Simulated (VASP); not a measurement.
ReS:

```
Re S
1.0
     0.00000    2.36696    2.36696
     2.36696    0.00000    2.36696
     2.36696    2.36696    0.00000
Re S
1 1
Direct
  0.00000 0.00000 0.00000
  0.50000 0.50000 0.50000
```

```yaml
Program: VASP 6.6.1
Task: relaxation of cell and atoms
Functional: r2SCAN
Potentials_or_basis: VASP PAW PBE potentials, release 64 (Re, S)
Cutoff: 600 eV
k_mesh: 8 × 8 × 8
Occupations: gaussian, width 0.1 eV
Spin: collinear spin
Starting_moments: "[1.01, 0.0] μB"
```

At the start: pressure 36.9 GPa; volume 13.26 Å³/atom.

Question: Where does the relaxation end?

Answer: Over 4 steps the energy falls by 220.7 meV/atom and the volume is 15.43 Å³/atom (+16.3 %); space group Fm-3m (No. 225, to 0.1 Å) before and after; moment 1.91 μB per cell.

The path:
```csv
step,energy change (eV),largest force (eV/Å),pressure (GPa),volume (Å³)
1,0.0000,0.0000,36.85,26.52
2,0.3448,0.0000,-19.60,40.04
3,-0.4386,0.0000,-2.34,31.19
4,-0.4414,0.0000,-0.29,30.85
```

Final structure:
```
Re S
1.0
     0.00000    2.48929    2.48929
     2.48929    0.00000    2.48929
     2.48929    2.48929    0.00000
Re S
1 1
Direct
  0.00000 0.00000 0.00000
  0.50000 0.50000 0.50000
```

Caveat: the volume moved by over 15 % at a fixed basis, so the end points are rough; the PAW data sets were made with another functional, which shifts forces and pressure a little.
